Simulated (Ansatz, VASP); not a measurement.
**One calculation of Al2SiF2, two programs**

```
CELL_PARAMETERS angstrom
4.05692 0.00000 0.00000
-2.02846 3.51339 0.00000
0.00000 0.00000 5.21525
ATOMIC_POSITIONS crystal
Al 0.33333 0.66667 0.77567
Al 0.66667 0.33333 0.22433
Si 0.00000 0.00000 0.00000
F 0.33333 0.66667 0.44080
F 0.66667 0.33333 0.55920
```

Change from the starting cell: species swapped into the SrAl2H2 type (P-3m1, No. 164).

Alike in both runs: functional PBE; k mesh 3 × 3 × 3; occupations gaussian, width 0.15 eV; no spin polarisation.

Ansatz relaxed the structure, and its values are those at the end. VASP's run is a single point on that final structure, the one shown.

```csv
,VASP,Ansatz
version,VASP 6.6.1,Ansatz 0.2.0
potentials or method,"VASP PAW PBE potentials, release 64 (Al, Si, F), cutoff 600 eV","scalar-relativistic, plane waves, PAW"
valence electrons in the cell,24,24
```

Ansatz gave:

```
gap on the k mesh at the Fermi level (eV) : 0.09
least direct gap on the mesh (eV)         : 1.27
pressure (GPa)                            : 0.3
rms of the force components (eV/Å)        : 0.026
```

What did VASP give for the same quantities?

gap on the k mesh at the Fermi level (eV): 0.09; least direct gap on the mesh (eV): 1.27; pressure (GPa): 0.2; rms of the force components (eV/Å): 0.059.

The functional is the same, so the differences come from potentials, cutoffs and numerics.

The k mesh is coarse, so the values compare programs but aren't converged.
